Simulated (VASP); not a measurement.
# AgBr (Fm-3m) in VASP: notebook

The runs below take AgBr through single point, relaxation of cell and atoms, with PBEsol.

Everything below comes from runs of VASP 6.6.1. Logs are shortened: lines on timing, memory, paths and dates and some standing lists are left out, and cuts for length are marked.

**1. The cell of the first run**

It takes space group Fm-3m (No. 225, cubic). The conventional cell has a = 5.675 Å, b = 5.675 Å, c = 5.675 Å, α = 90.00°, β = 90.00°, γ = 90.00°. Within 3.7 Å of Ag (site symmetry m-3m) lie 6 Br at 2.84 Å. Br (site symmetry m-3m) has 6 Ag at 2.84 Å within 3.7 Å.

**2. Single point, PBEsol**

INCAR reads:

```
  PREC = Accurate
  ENCUT = 500
  EDIFF = 1E-6
  ISMEAR = -1
  SIGMA = 0.1
  LREAL = False
  LASPH = True
  NELM = 120
  ALGO = Normal
  ISIF = 2
  LWAVE = False
  LCHARG = True
  GGA = PS
  LELF = True
  LVHAR = True
  NBANDS = 16
  GGA_COMPAT = False
```

KPOINTS reads:

```
regular mesh
0
Gamma
  12 12 12
```

POSCAR reads:

```
AgBr
1.0
    2.8376951687      2.8376951687      0.0000000000
   -2.8376951687      2.8376951687      0.0000000000
    0.0000000000      2.8376951687      2.8376951687
Ag Br
1 1
Direct
    0.0000000000      0.0000000000      0.0000000000
    0.5000000000      0.5000000000      0.0000000000
```

Potentials or basis: VASP PAW PBE potentials, release 64 (Ag, Br).

Command:

```console
$ cat potpaw_PBE.64/Ag/POTCAR potpaw_PBE.64/Br/POTCAR > POTCAR
$ mpirun -np 1 vasp_std > vasp.out
```

OUTCAR:

```text
PREC = Accurate
   ENCUT = 500
   EDIFF = 1E-6
   ISMEAR = -1
   LREAL = False
   LASPH = True
   NELM = 120
   ISIF = 2
   GGA = PS

 ion  position               nearest neighbor table
   1  0.000  0.000  0.000-   2 2.84   2 2.84   2 2.84   2 2.84   2 2.84   2 2.84
   2  0.500  0.500  0.000-   1 2.84   1 2.84   1 2.84   1 2.84   1 2.84   1 2.84

  LATTYP: Found a face centered cubic cell.
 ALAT       =     5.6753903374

  Lattice vectors:

 A1 = (   0.0000000000,   2.8376951687,   2.8376951687)
 A2 = (   2.8376951687,   0.0000000000,   2.8376951687)
 A3 = (   2.8376951687,   2.8376951687,   0.0000000000)

Analysis of symmetry for initial positions (statically):
=====================================================================
 Subroutine PRICEL returns:
 Original cell was already a primitive cell.

 Routine SETGRP: Setting up the symmetry group for a
 face centered cubic supercell.

 Subroutine GETGRP returns: Found 48 space group operations
 (whereof 48 operations were pure point group operations)
 out of a pool of 48 trial point group operations.

The static configuration has the point symmetry O_h .

Analysis of symmetry for dynamics (positions and initial velocities):
=====================================================================
 Subroutine PRICEL returns:
 Original cell was already a primitive cell.

 Routine SETGRP: Setting up the symmetry group for a
 face centered cubic supercell.

 Subroutine GETGRP returns: Found 48 space group operations
 (whereof 48 operations were pure point group operations)
 out of a pool of 48 trial point group operations.

The dynamic configuration has the point symmetry O_h .

 Subroutine INISYM returns: Found 48 space group operations
 (whereof 48 operations are pure point group operations),
 and found     1 'primitive' translations

----------------------------------------------------------------------------------------

                                     Primitive cell

  volume of cell :      45.7012

  direct lattice vectors                    reciprocal lattice vectors
     2.837695169  2.837695169  0.000000000     0.176199334  0.176199334 -0.176199334
    -2.837695169  2.837695169  0.000000000    -0.176199334  0.176199334 -0.176199334
     0.000000000  2.837695169  2.837695169     0.000000000  0.000000000  0.352398669

  length of vectors
     4.013106993  4.013106993  4.013106993     0.305186199  0.305186199  0.352398669

  position of ions in fractional coordinates (direct lattice)
     0.000000000  0.000000000  0.000000000
     0.500000000  0.500000000  0.000000000

  ion indices of the primitive-cell ions
   primitive index   ion index
                 1           1
                 2           2

----------------------------------------------------------------------------------------

 KPOINTS: regular mesh

Automatic generation of k-mesh.
 Grid dimensions read from file:
 generate k-points for:   12   12   12

 Generating k-lattice:

  Cartesian coordinates                     Fractional coordinates (reciprocal lattice)
     0.014683278  0.014683278 -0.014683278     0.083333333  0.000000000  0.000000000
    -0.014683278  0.014683278 -0.014683278     0.000000000  0.083333333  0.000000000
     0.000000000  0.000000000  0.029366556     0.000000000  0.000000000  0.083333333

  Length of vectors
     0.025432183  0.025432183  0.029366556

  Shift w.r.t. Gamma in fractional coordinates (k-lattice)
     0.000000000  0.000000000  0.000000000

 Subroutine IBZKPT returns following result:
 ===========================================

 Found     72 irreducible k-points:

 Following reciprocal coordinates:
            Coordinates               Weight
  0.000000  0.000000  0.000000      1.000000
  0.083333  0.000000  0.000000      8.000000
  0.166667  0.000000  0.000000      8.000000
  0.250000  0.000000  0.000000      8.000000
  0.333333  0.000000  0.000000      8.000000
  0.416667  0.000000  0.000000      8.000000
[... 16 lines left out ...]
  0.500000  0.166667  0.000000     24.000000
 -0.416667  0.166667  0.000000     24.000000
 [... further k-points ...]
   k-points           NKPTS =     72   k-points in BZ     NKDIM =     72   number of bands    NBANDS=     16
   number of dos      NEDOS =    301   number of ions     NIONS =      2
   total plane-waves  NPLWV =  27000
   dimension x,y,z NGX =    30 NGY =   30 NGZ =   30
   dimension x,y,z NGXF=    60 NGYF=   60 NGZF=   60
   ions per type =               1   1
   NGX,Y,Z   is equivalent  to a cutoff of  12.43, 12.43, 12.43 a.u.
   NGXF,Y,Z  is equivalent  to a cutoff of  24.86, 24.86, 24.86 a.u.
 SYSTEM =  unknown system
   PREC   = accura    normal or accurate (medium, high low for compatibility)
   ISTART =      0    job   : 0-new  1-cont  2-samecut
   ICHARG =      2    charge: 1-file 2-atom 10-const
   ISPIN  =      1    spin polarized calculation?
   LNONCOLLINEAR =      F non collinear calculations
   LSORBIT =      F    spin-orbit coupling
   LASPH  =      T    aspherical Exc in radial PAW
   ENCUT  =  500.0 eV  36.75 Ry    6.06 a.u.   7.32  7.32  7.32*2*pi/ulx,y,z
   NELM   =    120;   NELMIN=  2; NELMDL= -5     # of ELM steps
   EDIFF  = 0.1E-05   stopping-criterion for ELM
   LREAL  =      F    real-space projection
   EDIFFG = 0.1E-04   stopping-criterion for IOM
   NSW    =      0    number of steps for IOM
   IBRION =     -1    ionic relax: 0-MD 1-quasi-New 2-CG
   NFREE  =      0    steps in history (QN), initial steepest desc. (CG)
   ISIF   =      2    stress and relaxation
   ISYM   =      2    0-nonsym 1-usesym 2-fastsym
   POTIM  = 0.5000    time-step for ionic-motion
   TEBEG  =    0.0;   TEEND  =   0.0 temperature during run
   PSTRESS=    0.0 pullay stress
   NELECT =      18.0000    total number of electrons
   NUPDOWN=      -1.0000    fix difference up-down
   EMIN   =  10.00;   EMAX   =-10.00  energy-range for DOS
   EFERMI =   0.00;   METHOD = LEGACY
   ISMEAR =    -1;   SIGMA  =   0.10  broadening in eV -4-tet -1-fermi 0-gaus
   EFERMI_NEDOS =   21; number of points for ismear=-14 and -15
   IALGO  =     38    algorithm
   IMIX   =      4    mixing-type and parameters
     AMIX     =   0.40;   BMIX     =  1.00
     AMIX_MAG =   1.60;   BMIX_MAG =  1.00
  volume/ion in A,a.u.               =      22.85       154.20
  Fermi-wavevector in a.u.,A,eV,Ry     =   1.200024  2.267717 19.593173  1.440058
  Thomas-Fermi vector in A             =   2.335871
   LORBIT       =      0    0 simple, 1 ext, 2 COOP (PROOUT), +10 PAW based schemes
   GGA     = PS    functional components
   LHFCALC =     F    Hartree Fock is set to
   AEXX    =    0.0000 exact exchange contribution
   IVDW    =     0    specifies the selected vdW correction
   LEPSILON=     F    determine dielectric tensor
   LRPA    =     F    only Hartree local field effects (RPA)
 non-spin polarized calculation
  energy-cutoff  :      500.00
  volume of cell :       45.70
 maximum number of plane-waves:      1211
 NGX is ok and might be reduce to    30
   NGX = 15   NGY = 15   NGZ = 15

 number of electron      17.9999998 magnetization

 Free energy of the ion-electron system (eV)
  ---------------------------------------------------
  ext. energy  EPLUGINS =         0.00000000
  ---------------------------------------------------
  free energy    TOTEN  =        -5.69858613 eV

  energy without entropy =       -5.69795611  energy(sigma->0) =       -5.69827112

 E-fermi :   4.4229     XC(G=0): -10.2614

 val. band max:        3.9265559479   @ k =   0.5000   0.0000   0.0000
 cond. band min:       4.4251713843   @ k =   0.0000   0.0000   0.0000
 fundamental gap:      0.4986154364
 Fermi energy:         4.4229028692

 k-point     1 :       0.0000    0.0000    0.0000
  band No.  band energies     occupation
      1     -11.4147      2.00000
      2       0.9498      2.00000
      3       0.9498      2.00000
      4       0.9498      2.00000
      5       0.9499      2.00000
      6       0.9499      2.00000
[... 8 lines left out ...]
     15      15.7215      0.00000
     16      15.7215      0.00000

 k-point     2 :       0.0833    0.0000    0.0000
  band No.  band energies     occupation
      1     -11.3839      2.00000
      2       0.7177      2.00000
      3       0.7177      2.00000
      4       0.7997      2.00000
      5       0.9715      2.00000
      6       0.9715      2.00000
[... 8 lines left out ...]
     15      15.0434      0.00000
     16      15.1388      0.00000

 k-point     3 :       0.1667    0.0000    0.0000
  band No.  band energies     occupation
      1     -11.2979      2.00000
      2       0.2200      2.00000
      3       0.3310      2.00000
      4       0.3310      2.00000
      5       1.0318      2.00000
      6       1.0318      2.00000
[... 8 lines left out ...]
     15      14.8187      0.00000
     16      15.0332      0.00000

 k-point     4 :       0.2500    0.0000    0.0000
  band No.  band energies     occupation
      1     -11.1753      2.00000
      2      -0.5192      2.00000
      3      -0.0189      2.00000
      4      -0.0189      2.00000
      5       1.1162      2.00000
      6       1.1162      2.00000
[... 8 lines left out ...]
     15      15.2186      0.00000
     16      15.2186      0.00000

 k-point     5 :       0.3333    0.0000    0.0000
  band No.  band energies     occupation
      1     -11.0461      2.00000
      2      -1.1502      2.00000
      3      -0.2860      2.00000
      4      -0.2860      2.00000
      5       1.2031      2.00000
      6       1.2031      2.00000
[... 8 lines left out ...]
     15      15.8906      0.00000
     16      15.8906      0.00000

 k-point     6 :       0.4167    0.0000    0.0000
  band No.  band energies     occupation
      1     -10.9468      2.00000
      2      -1.5661      2.00000
      3      -0.4519      2.00000
      4      -0.4519      2.00000
      5       1.2684      2.00000
      6       1.2684      2.00000
[... 8 lines left out ...]
     15      16.6548      0.00000
     16      16.6548      0.00000

 k-point     7 :       0.5000    0.0000    0.0000
  band No.  band energies     occupation
      1     -10.9094      2.00000
      2      -1.7112      2.00000
      3      -0.5081      2.00000
      4      -0.5081      2.00000
      5       1.2926      2.00000
      6       1.2926      2.00000
[... 8 lines left out ...]
     15      17.0760      0.00000
     16      17.0760      0.00000

 k-point     8 :       0.0833    0.0833    0.0000
  band No.  band energies     occupation
      1     -11.3352      2.00000
      2       0.3525      2.00000
      3       0.3848      2.00000
      4       0.7419      2.00000
      5       0.9855      2.00000
      6       1.0232      2.00000
[... 8 lines left out ...]
     15      15.3974      0.00000
     16      15.6356      0.00000

 k-point     9 :       0.1667    0.0833    0.0000
  band No.  band energies     occupation
      1     -11.2381      2.00000
      2      -0.2233      2.00000
      3       0.0517      2.00000
      4       0.4378      2.00000
      5       1.0389      2.00000
      6       1.0964      2.00000
[... 8 lines left out ...]
     15      15.6550      0.00000
     16      15.8358      0.00000
[... 172 lines left out ...]
 k-point    19 :       0.1667    0.1667    0.0000
  band No.  band energies     occupation
      1     -11.1419      2.00000
      2      -0.6791      2.00000
      3      -0.1880      2.00000
      4       0.3354      2.00000
      5       1.0798      2.00000
      6       1.1781      2.00000
[... 8 lines left out ...]
     15      16.5848      0.00000
     16      16.7658      0.00000

 k-point    20 :       0.2500    0.1667    0.0000
  band No.  band energies     occupation
      1     -11.0324      2.00000
      2      -1.0598      2.00000
      3      -0.3616      2.00000
      4       0.0560      2.00000
      5       1.1478      2.00000
      6       1.2386      2.00000
[... 8 lines left out ...]
     15      16.9699      0.00000
     16      17.4854      0.00000

 k-point    21 :       0.3333    0.1667    0.0000
  band No.  band energies     occupation
      1     -10.9394      2.00000
      2      -1.3236      2.00000
      3      -0.4513      2.00000
      4      -0.2413      2.00000
      5       1.2244      2.00000
      6       1.2699      2.00000
[... 8 lines left out ...]
     15      16.9046      0.00000
     16      17.5196      0.00000

 k-point    22 :       0.4167    0.1667    0.0000
  band No.  band energies     occupation
      1     -10.8909      2.00000
      2      -1.4346      2.00000
      3      -0.4460      2.00000
      4      -0.4366      2.00000
      5       1.2608      2.00000
      6       1.2872      2.00000
[... 8 lines left out ...]
     15      16.4307      0.00000
     16      17.3141      0.00000

 k-point    23 :       0.5000    0.1667    0.0000
  band No.  band energies     occupation
      1     -10.9026      2.00000
      2      -1.3796      2.00000
      3      -0.4753      2.00000
      4      -0.3402      2.00000
      5       1.1996      2.00000
      6       1.3152      2.00000
[... 8 lines left out ...]
     15      17.3551      0.00000
     16      17.8682      0.00000

 k-point    24 :      -0.4167    0.1667    0.0000
  band No.  band energies     occupation
      1     -10.9706      2.00000
      2      -1.1923      2.00000
      3      -0.3221      2.00000
      4      -0.1351      2.00000
      5       1.1047      2.00000
      6       1.2940      2.00000
[... 8 lines left out ...]
     15      17.3277      0.00000
     16      17.5306      0.00000

 [... further k-points ...]

------------------------ aborting loop because EDIFF is reached ----------------------------------------

  FORCE on cell =-STRESS in cart. coord.  units (eV):
  Direction    XX          YY          ZZ          XY          YZ          ZX
  --------------------------------------------------------------------------------------
  -------------------------------------------------------------------------------------
  Total       -0.0155765     -0.0155765     -0.0155765      0.0000000      0.0000000     -0.0000000
  in kB       -0.5460756     -0.5460756     -0.5460756      0.0000000      0.0000000     -0.0000000
  external PRESSURE =      -0.5460756 kB  Pullay stress =       0.0000000 kB

 VOLUME and BASIS-vectors are now :
 -----------------------------------------------------------------------------
  energy-cutoff  :      500.00
  volume of cell :       45.70
      direct lattice vectors                 reciprocal lattice vectors
     2.837695169  2.837695169  0.000000000     0.176199334  0.176199334 -0.176199334
    -2.837695169  2.837695169  0.000000000    -0.176199334  0.176199334 -0.176199334
     0.000000000  2.837695169  2.837695169     0.000000000  0.000000000  0.352398669

 POSITION                                       TOTAL-FORCE (eV/Angst)
 -----------------------------------------------------------------------------------
      0.00000      0.00000      0.00000        -0.000000     -0.000000      0.000000
      0.00000      2.83770      0.00000         0.000000      0.000000      0.000000
 -----------------------------------------------------------------------------------
    total drift:                               -0.000000     -0.000000      0.000000

  FREE ENERGIE OF THE ION-ELECTRON SYSTEM (eV)
  ---------------------------------------------------
  free  energy   TOTEN  =        -5.6985861328 eV

  energy  without entropy=       -5.6979561054  energy(sigma->0) =       -5.69827112
```

Run time: 98 s. Hardware: 1 thread of Intel Xeon 8259CL, shared host; peak memory 0.21 GiB.

What came out:

```yaml
Free_energy: -5.6986 eV
Pressure: -0.1 GPa
Band_gap_on_the_k_mesh: 0.50 eV (least direct gap 2.57 eV)
```

Levels at points of the mesh, in eV from the valence-band top:
| k point | band 5 | band 6 | band 7 | band 8 | band 9 | band 10 | band 11 | band 12 | band 13 | band 14 |
| --- | --- | --- | --- | --- | --- | --- | --- | --- | --- | --- |
| (0.00, 0.00, 0.00) | -2.98 | -2.98 | -2.07 | -2.07 | -2.07 | 0.50 | 9.80 | 9.80 | 9.80 | 10.81 |
| (0.50, 0.00, 0.00) | -2.63 | -2.63 | -2.28 | 0.00 | 0.00 | 3.45 | 6.56 | 6.56 | 6.72 | 12.11 |
| (0.50, 0.50, 0.00) | -3.05 | -2.80 | -2.52 | -2.52 | -2.40 | 1.39 | 6.84 | 9.04 | 11.07 | 11.07 |

Caveat: the PAW data sets were made with another functional, which shifts forces and pressure a little. A k mesh can miss the band edges.

**3. Relaxation of cell and atoms, PBEsol**

This run uses another cell than the first one, of 23.64 Å³/atom.

INCAR reads:

```
PREC = Accurate ; ENCUT = 500
EDIFF = 1E-7 ; ISMEAR = -1
SIGMA = 0.1 ; LREAL = False
LASPH = True ; NELM = 120
ALGO = Normal ; ISIF = 3
LWAVE = False ; LCHARG = False
GGA = PS ; IBRION = 2
NSW = 100 ; EDIFFG = -0.002
GGA_COMPAT = False ; NELMIN = 4
```

KPOINTS is that of step 2.

POSCAR reads:

```
AgBr
1.0
    2.8701500000      2.8701500000      0.0000000000
   -2.8701500000      2.8701500000      0.0000000000
    0.0000000000      2.8701500000      2.8701500000
Ag Br
1 1
Direct
    0.0000000000      0.0000000000      0.0000000000
    0.5000000000      0.5000000000      0.0000000000
```

Potentials or basis: VASP PAW PBE potentials, release 64 (Ag, Br).

Command:

```console
$ cat potpaw_PBE.64/Ag/POTCAR potpaw_PBE.64/Br/POTCAR > POTCAR
$ mpirun -np 1 vasp_std > vasp.out
```

It took 100 s on 1 thread of Intel Xeon 8259CL, shared host; peak memory 0.21 GiB.

The run converged. Its results:

- Free energy: -5.6989 eV
- Relaxed volume: 22.82 Å³/atom
- Relaxed cell: a = 4.011 Å, b = 4.011 Å, c = 4.011 Å, α = 60.00°, β = 60.00°, γ = 90.00°
- Space group after relaxing (to 0.1 Å): Fm-3m (No. 225)
- Energy gained by relaxing: 4.5 meV/atom
- Ionic steps: 3
- Pressure after relaxing: 0.0 GPa
- Band gap on the k mesh: 0.50 eV (least direct gap 2.58 eV)

Step by step:
```csv
step,energy change (eV),largest force (eV/Å),pressure (GPa),volume (Å³)
1,0.0000,0.0000,-1.69,47.29
2,-0.0090,0.0000,0.04,45.61
3,-0.0090,0.0000,0.00,45.64
```

Final structure:
```xyz
2
Lattice="2.8364 2.8364 0.0000 -2.8364 2.8364 0.0000 0.0000 2.8364 2.8364" Properties=species:S:1:pos:R:3 pbc="T T T"
Ag    0.0000    2.8364    2.8364
Br    0.0000    2.8364    0.0000
```

Levels at points of the mesh, in eV from the valence-band top:
```tsv
k point	band 6	band 7	band 8	band 9	band 10	band 11	band 12	band 13
(0.00, 0.00, 0.00)	-2.98	-2.08	-2.08	-2.08	0.50	9.80	9.80	9.80
(0.50, 0.00, 0.00)	-2.64	-2.28	0.00	0.00	3.44	6.56	6.56	6.73
(0.50, 0.50, 0.00)	-2.80	-2.52	-2.52	-2.40	1.39	6.84	9.05	11.08
```

Caveat: the PAW data sets were made with another functional, which shifts forces and pressure a little.

(Continued in part 2 of 2.)
